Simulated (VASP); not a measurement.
# NdAgO4 (P4/mmm) in VASP: further runs

The runs below take NdAgO4 through single point, relaxation of cell and atoms, with PBE.

Program: VASP 6.6.1. These are calculated values, not measurements. Logs are shortened: lines on timing, memory, paths and dates and some standing lists are left out, and cuts for length are marked.

### 1 The cell of the first run

The structure is tetragonal, space group P4/mmm (No. 123). The conventional cell has a = 3.703 Å, b = 3.703 Å, c = 5.315 Å, α = 90.00°, β = 90.00°, γ = 90.00°. Nd (site symmetry 4/mmm) has 8 O at 2.33 Å within 3.1 Å. Within 2.9 Å of Ag (site symmetry 4/mmm) lie 8 O at 2.23 Å. O (site symmetry 2mm) has 2 Ag at 2.23 Å and 2 Nd at 2.33 Å and 6 O at 2.49 to 2.83 Å within 2.9 Å.

The cell was generated, and may not be a known phase.

### 2 Single point, PBE

INCAR

```
SYSTEM = NdAgO4
  PREC = Accurate
  ENCUT = 600
  EDIFF = 1E-6
  ISMEAR = 0
  SIGMA = 0.1
  LREAL = .FALSE.
  LASPH = .TRUE.
  NELM = 200
  ALGO = Normal
  ISIF = 2
  LWAVE = .FALSE.
  LCHARG = .FALSE.
  GGA = PE
  NBANDS = 32
  GGA_COMPAT = .FALSE.
  LMAXMIX = 6
```

KPOINTS

```
Automatic mesh
0
G
  6 6 4
  0 0 0
```

POSCAR

```
NdAgO4
1.0
    3.7033918900      0.0000000000      0.0000000000
    0.0000000000      3.7033918900      0.0000000000
    0.0000000000      0.0000000000      5.3151938900
Nd Ag O
1 1 4
Direct
    0.0000000000      0.0000000000      0.0000000000
    0.5000000000      0.5000000000      0.5000000000
    0.5000000000      0.0000000000      0.7338745000
    0.0000000000      0.5000000000      0.2661255000
    0.5000000000      0.0000000000      0.2661255000
    0.0000000000      0.5000000000      0.7338745000
```

Potentials or basis: VASP PAW PBE potentials, release 64 (Nd_3, Ag, O), 4f in core.

Run with:

```sh
> cat potpaw_PBE.64/Nd_3/POTCAR potpaw_PBE.64/Ag/POTCAR potpaw_PBE.64/O/POTCAR > POTCAR
> mpirun -np 1 vasp_std > vasp.out
```

OUTCAR:

```text
SYSTEM = NdAgO4
   PREC = Accurate
   ENCUT = 600
   EDIFF = 1E-6
   ISMEAR = 0
   LREAL = .FALSE.
   LASPH = .TRUE.
   NELM = 200
   ISIF = 2
   GGA = PE

 ion  position               nearest neighbor table
   1  0.000  0.000  0.000-   3 2.33   4 2.33   5 2.33   6 2.33   4 2.33   6 2.33   3 2.33   5 2.33

   2  0.500  0.500  0.500-   3 2.23   4 2.23   5 2.23   6 2.23   3 2.23   5 2.23   4 2.23   6 2.23

   3  0.500  0.000  0.734-   2 2.23   2 2.23   1 2.33   1 2.33
   4  0.000  0.500  0.266-   2 2.23   2 2.23   1 2.33   1 2.33
   5  0.500  0.000  0.266-   2 2.23   2 2.23   1 2.33   1 2.33
   6  0.000  0.500  0.734-   2 2.23   2 2.23   1 2.33   1 2.33

  LATTYP: Found a simple tetragonal cell.
 ALAT       =     3.7033918900
 C/A-ratio  =     1.4352231813

  Lattice vectors:

 A1 = (   3.7033918900,   0.0000000000,   0.0000000000)
 A2 = (   0.0000000000,   3.7033918900,   0.0000000000)
 A3 = (   0.0000000000,   0.0000000000,   5.3151938900)

Analysis of symmetry for initial positions (statically):
=====================================================================
 Subroutine PRICEL returns:
 Original cell was already a primitive cell.

 Routine SETGRP: Setting up the symmetry group for a
 simple tetragonal supercell.

 Subroutine GETGRP returns: Found 16 space group operations
 (whereof 16 operations were pure point group operations)
 out of a pool of 16 trial point group operations.

The static configuration has the point symmetry D_4h.

Analysis of symmetry for dynamics (positions and initial velocities):
=====================================================================
 Subroutine PRICEL returns:
 Original cell was already a primitive cell.

 Routine SETGRP: Setting up the symmetry group for a
 simple tetragonal supercell.

 Subroutine GETGRP returns: Found 16 space group operations
 (whereof 16 operations were pure point group operations)
 out of a pool of 16 trial point group operations.

The dynamic configuration has the point symmetry D_4h.

 Subroutine INISYM returns: Found 16 space group operations
 (whereof 16 operations are pure point group operations),
 and found     1 'primitive' translations

----------------------------------------------------------------------------------------

                                     Primitive cell

  volume of cell :      72.8985

  direct lattice vectors                    reciprocal lattice vectors
     3.703391890  0.000000000  0.000000000     0.270022733  0.000000000  0.000000000
     0.000000000  3.703391890  0.000000000     0.000000000  0.270022733  0.000000000
     0.000000000  0.000000000  5.315193890     0.000000000  0.000000000  0.188139891

  length of vectors
     3.703391890  3.703391890  5.315193890     0.270022733  0.270022733  0.188139891

  position of ions in fractional coordinates (direct lattice)
     0.000000000  0.000000000  0.000000000
     0.500000000  0.500000000  0.500000000
     0.500000000  0.000000000  0.733874500
     0.000000000  0.500000000  0.266125500
     0.500000000  0.000000000  0.266125500
     0.000000000  0.500000000  0.733874500

  ion indices of the primitive-cell ions
   primitive index   ion index
                 1           1
                 2           2
                 3           3
                 4           4
                 5           5
                 6           6

----------------------------------------------------------------------------------------

 KPOINTS: Automatic mesh

Automatic generation of k-mesh.
 Grid dimensions read from file:
 generate k-points for:    6    6    4

 Generating k-lattice:

  Cartesian coordinates                     Fractional coordinates (reciprocal lattice)
     0.045003789  0.000000000  0.000000000     0.166666667  0.000000000  0.000000000
     0.000000000  0.045003789  0.000000000     0.000000000  0.166666667  0.000000000
     0.000000000  0.000000000  0.047034973     0.000000000  0.000000000  0.250000000

  Length of vectors
     0.045003789  0.045003789  0.047034973

  Shift w.r.t. Gamma in fractional coordinates (k-lattice)
     0.000000000  0.000000000  0.000000000

 Subroutine IBZKPT returns following result:
 ===========================================

 Found     30 irreducible k-points:

 Following reciprocal coordinates:
            Coordinates               Weight
  0.000000  0.000000  0.000000      1.000000
  0.166667  0.000000  0.000000      4.000000
  0.333333  0.000000  0.000000      4.000000
  0.500000  0.000000  0.000000      2.000000
  0.166667  0.166667  0.000000      4.000000
  0.333333  0.166667  0.000000      8.000000
[... 16 lines left out ...]
  0.333333  0.000000  0.500000      4.000000
  0.500000  0.000000  0.500000      2.000000
 [... further k-points ...]
   k-points           NKPTS =     30   k-points in BZ     NKDIM =     30   number of bands    NBANDS=     32
   number of dos      NEDOS =    301   number of ions     NIONS =      6
   total plane-waves  NPLWV =  37800
   dimension x,y,z NGX =    30 NGY =   30 NGZ =   42
   dimension x,y,z NGXF=    60 NGYF=   60 NGZF=   84
   ions per type =               1   1   4
   NGX,Y,Z   is equivalent  to a cutoff of  13.47, 13.47, 13.14 a.u.
   NGXF,Y,Z  is equivalent  to a cutoff of  26.93, 26.93, 26.27 a.u.
 SYSTEM =  NdAgO4
   PREC   = accura    normal or accurate (medium, high low for compatibility)
   ISTART =      0    job   : 0-new  1-cont  2-samecut
   ICHARG =      2    charge: 1-file 2-atom 10-const
   ISPIN  =      1    spin polarized calculation?
   LNONCOLLINEAR =      F non collinear calculations
   LSORBIT =      F    spin-orbit coupling
   LASPH  =      T    aspherical Exc in radial PAW
   ENCUT  =  600.0 eV  44.10 Ry    6.64 a.u.   7.40  7.40 10.62*2*pi/ulx,y,z
   NELM   =    200;   NELMIN=  2; NELMDL= -5     # of ELM steps
   EDIFF  = 0.1E-05   stopping-criterion for ELM
   LREAL  =      F    real-space projection
   EDIFFG = 0.1E-04   stopping-criterion for IOM
   NSW    =      0    number of steps for IOM
   IBRION =     -1    ionic relax: 0-MD 1-quasi-New 2-CG
   NFREE  =      0    steps in history (QN), initial steepest desc. (CG)
   ISIF   =      2    stress and relaxation
   ISYM   =      2    0-nonsym 1-usesym 2-fastsym
   POTIM  = 0.5000    time-step for ionic-motion
   TEBEG  =    0.0;   TEEND  =   0.0 temperature during run
   PSTRESS=    0.0 pullay stress
   NELECT =      46.0000    total number of electrons
   NUPDOWN=      -1.0000    fix difference up-down
   EMIN   =  10.00;   EMAX   =-10.00  energy-range for DOS
   EFERMI =   0.00;   METHOD = LEGACY
   ISMEAR =     0;   SIGMA  =   0.10  broadening in eV -4-tet -1-fermi 0-gaus
   EFERMI_NEDOS =   21; number of points for ismear=-14 and -15
   IALGO  =     38    algorithm
   IMIX   =      4    mixing-type and parameters
     AMIX     =   0.40;   BMIX     =  1.00
     AMIX_MAG =   1.60;   BMIX_MAG =  1.00
  volume/ion in A,a.u.               =      12.15        81.99
  Fermi-wavevector in a.u.,A,eV,Ry     =   1.404175  2.653506 26.826715  1.971708
  Thomas-Fermi vector in A             =   2.526763
   LORBIT       =      0    0 simple, 1 ext, 2 COOP (PROOUT), +10 PAW based schemes
   GGA     = PE    functional components
   LHFCALC =     F    Hartree Fock is set to
   AEXX    =    0.0000 exact exchange contribution
   IVDW    =     0    specifies the selected vdW correction
   LEPSILON=     F    determine dielectric tensor
   LRPA    =     F    only Hartree local field effects (RPA)
 non-spin polarized calculation
 Gauss-broadening in eV      SIGMA  =   0.10
  energy-cutoff  :      600.00
  volume of cell :       72.90
 maximum number of plane-waves:      2465
 NGX is ok and might be reduce to    30
   NGX = 15   NGY = 15   NGZ = 21

 number of electron      45.9999979 magnetization

 Free energy of the ion-electron system (eV)
  ---------------------------------------------------
  ext. energy  EPLUGINS =         0.00000000
  ---------------------------------------------------
  free energy    TOTEN  =       -32.45081791 eV

  energy without entropy =      -32.41893130  energy(sigma->0) =      -32.43487461

 E-fermi :   3.4747     XC(G=0): -11.3305

 val. band max:        3.4744678344   @ k =   0.5000   0.1667   0.5000
 cond. band min:       3.4751992251   @ k =   0.3333   0.3333   0.0000
 fundamental gap:      0.0007313907
 Fermi energy:         3.4746594312

 k-point     1 :       0.0000    0.0000    0.0000
  band No.  band energies     occupation
      1     -31.0269      2.00000
      2     -15.2004      2.00000
      3     -14.2664      2.00000
      4     -13.1471      2.00000
      5     -12.2815      2.00000
      6     -12.2815      2.00000
[... 24 lines left out ...]
     31      14.9196      0.00000
     32      14.9196      0.00000

 k-point     2 :       0.1667    0.0000    0.0000
  band No.  band energies     occupation
      1     -31.0099      2.00000
      2     -15.0549      2.00000
      3     -14.5268      2.00000
      4     -13.5171      2.00000
      5     -12.3805      2.00000
      6     -12.2634      2.00000
[... 24 lines left out ...]
     31      14.7882      0.00000
     32      14.8552      0.00000

 k-point     3 :       0.3333    0.0000    0.0000
  band No.  band energies     occupation
      1     -30.9757      2.00000
      2     -15.1133      2.00000
      3     -14.6782      2.00000
      4     -13.5725      2.00000
      5     -12.7894      2.00000
      6     -12.2267      2.00000
[... 24 lines left out ...]
     31      14.0428      0.00000
     32      14.7686      0.00000

 k-point     4 :       0.5000    0.0000    0.0000
  band No.  band energies     occupation
      1     -30.9583      2.00000
      2     -15.3743      2.00000
      3     -14.3929      2.00000
      4     -13.5385      2.00000
      5     -13.1011      2.00000
      6     -12.2081      2.00000
[... 24 lines left out ...]
     31      13.8831      0.00000
     32      14.7246      0.00000

 k-point     5 :       0.1667    0.1667    0.0000
  band No.  band energies     occupation
      1     -30.9930      2.00000
      2     -14.9061      2.00000
      3     -14.5968      2.00000
      4     -14.0281      2.00000
      5     -12.4959      2.00000
      6     -11.7948      2.00000
[... 584 lines left out ...]
     31      14.1308      0.00000
     32      14.1308      0.00000

 k-point    22 :       0.1667    0.0000    0.5000
  band No.  band energies     occupation
      1     -31.0092      2.00000
      2     -15.4379      2.00000
      3     -14.0666      2.00000
      4     -13.0680      2.00000
      5     -12.9540      2.00000
      6     -12.2618      2.00000
[... 24 lines left out ...]
     31      13.4525      0.00000
     32      14.2191      0.00000

 k-point    23 :       0.3333    0.0000    0.5000
  band No.  band energies     occupation
      1     -30.9751      2.00000
      2     -14.9910      2.00000
      3     -14.8230      2.00000
      4     -13.3430      2.00000
      5     -13.1791      2.00000
      6     -12.2236      2.00000
[... 24 lines left out ...]
     31      13.4296      0.00000
     32      14.4138      0.00000

 k-point    24 :       0.5000    0.0000    0.5000
  band No.  band energies     occupation
      1     -30.9580      2.00000
      2     -15.1193      2.00000
      3     -14.5951      2.00000
      4     -13.7364      2.00000
      5     -13.2060      2.00000
      6     -12.2042      2.00000
[... 24 lines left out ...]
     31      13.7941      0.00000
     32      13.8756      0.00000

 [... further k-points ...]

------------------------ aborting loop because EDIFF is reached ----------------------------------------

  FORCE on cell =-STRESS in cart. coord.  units (eV):
  Direction    XX          YY          ZZ          XY          YZ          ZX
  --------------------------------------------------------------------------------------
  -------------------------------------------------------------------------------------
  Total        7.9822004      7.9822004      7.2310974      0.0000000      0.0000000     -0.0000000
  in kB      175.4344000    175.4344000    158.9265067      0.0000000      0.0000000     -0.0000000
  external PRESSURE =     169.9317689 kB  Pullay stress =       0.0000000 kB

 VOLUME and BASIS-vectors are now :
 -----------------------------------------------------------------------------
  energy-cutoff  :      600.00
  volume of cell :       72.90
      direct lattice vectors                 reciprocal lattice vectors
     3.703391890  0.000000000  0.000000000     0.270022733  0.000000000  0.000000000
     0.000000000  3.703391890  0.000000000     0.000000000  0.270022733  0.000000000
     0.000000000  0.000000000  5.315193890     0.000000000  0.000000000  0.188139891

 POSITION                                       TOTAL-FORCE (eV/Angst)
 -----------------------------------------------------------------------------------
      0.00000      0.00000      0.00000        -0.000000     -0.000000     -0.000000
      1.85170      1.85170      2.65760        -0.000000     -0.000000     -0.000000
      1.85170      0.00000      3.90069         0.000000     -0.000000     -0.754256
      0.00000      1.85170      1.41451         0.000000     -0.000000      0.754256
      1.85170      0.00000      1.41451        -0.000000      0.000000      0.754256
      0.00000      1.85170      3.90069        -0.000000     -0.000000     -0.754256
 -----------------------------------------------------------------------------------
    total drift:                                0.000000      0.000000      0.000000

  FREE ENERGIE OF THE ION-ELECTRON SYSTEM (eV)
  ---------------------------------------------------
  free  energy   TOTEN  =       -32.4508179107 eV

  energy  without entropy=      -32.4189313050  energy(sigma->0) =      -32.43487461
```

Run time: 95 s. Hardware: 1 thread of Intel Xeon Platinum 8259CL at 2.50GHz (Skylake/Cascade Lake), shared host; peak memory 0.24 GiB.

Results:

```
Free energy            : -32.4508 eV
Pressure               : 17.0 GPa
Largest force          : 0.754 eV/Å
Band gap on the k mesh : zero (bands 23 and 24 overlap by 0.47 eV)
```

Forces in eV/Å, atoms in the order of the input:
```
Nd   0.000  0.000  0.000
Ag   0.000  0.000  0.000
O    0.000  0.000 -0.754
O    0.000  0.000  0.754
O    0.000  0.000  0.754
O    0.000  0.000 -0.754
```

Caveat: the cell stands under pressure; spin-orbit coupling is left out, which moves the levels of the heavy elements; the 4f electrons are frozen in the core, so they carry no moment and show no levels; the run has no spin polarisation, though such a crystal can be magnetic.

### 3 Single point, PBE

This run uses another cell than the first one, of 13.45 Å³/atom.

INCAR

```
PREC = Accurate
ENCUT = 600
EDIFF = 1E-6
ISMEAR = 0
SIGMA = 0.1
LREAL = F
LASPH = T
NELM = 200
ALGO = Normal
ISIF = 2
LWAVE = F
LCHARG = F
GGA = PE
NBANDS = 32
GGA_COMPAT = F
LMAXMIX = 6
```

KPOINTS

```
regular mesh
0
Gamma
  6 6 4
```

POSCAR

```
NdAgO4
1.0
    3.8740199967      0.0000000000      0.0000000000
    0.0000000000      3.8740199967      0.0000000000
    0.0000000000      0.0000000000      5.3770146539
Nd Ag O
1 1 4
Direct
    0.0000000000      0.0000000000      0.0000000000
    0.5000000000      0.5000000000      0.5000000000
    0.5000000000      0.0000000000      0.7299959745
    0.0000000000      0.5000000000      0.2700040255
    0.5000000000      0.0000000000      0.2700040255
    0.0000000000      0.5000000000      0.7299959745
```

Potentials or basis: VASP PAW PBE potentials, release 64 (Nd_3, Ag, O), 4f in core.

Run with:

```sh
> cat potpaw_PBE.64/Nd_3/POTCAR potpaw_PBE.64/Ag/POTCAR potpaw_PBE.64/O/POTCAR > POTCAR
> mpirun -np 1 vasp_std > vasp.out
```

Wall time 98 s (1 thread of Intel Xeon Platinum 8259CL at 2.50GHz (Skylake/Cascade Lake), shared host); peak memory 0.27 GiB.

It converged, with:

```
Free energy            : -32.8836 eV
Pressure               : 0.1 GPa
Largest force          : 0.007 eV/Å
Band gap on the k mesh : zero (bands 23 and 24 overlap by 0.55 eV)
```

Forces on the atoms (eV/Å):
```
Nd   0.000  0.000  0.000
Ag   0.000  0.000  0.000
O    0.000  0.000 -0.007
O    0.000  0.000  0.007
O    0.000  0.000  0.007
O    0.000  0.000 -0.007
```

Stress tensor (GPa, compression positive):
```
 0.31  0.00  0.00
 0.00  0.31  0.00
 0.00  0.00 -0.21
```

Levels at points of the mesh, in eV from the Fermi level:
```csv
k point,band 21,band 22,band 23,band 24,band 25,band 26
"(0.00, 0.00, 0.00)",-0.42,-0.21,0.11,0.65,0.65,4.20
"(0.50, 0.00, 0.00)",-0.49,-0.46,-0.28,0.41,0.47,6.43
"(0.50, 0.50, 0.00)",-0.21,0.02,0.02,0.09,0.79,4.53
"(0.00, 0.00, 0.50)",-0.46,-0.46,0.05,0.48,0.48,5.58
"(0.50, 0.00, 0.50)",-0.93,-0.64,-0.61,-0.28,0.04,6.62
"(0.50, 0.50, 0.50)",-0.31,-0.14,-0.11,-0.11,0.88,5.21
```

Caveat: spin-orbit coupling is left out, which moves the levels of the heavy elements; the 4f electrons are frozen in the core, so they carry no moment and show no levels; the run has no spin polarisation, though such a crystal can be magnetic. With open d or f shells a metallic result of PBE can be an artefact of self-interaction; +U or a hybrid may open a gap.

(Part 1 of 2 ends here.)

The gap in the log of VASP goes by the Fermi energy; the results here count the filled bands.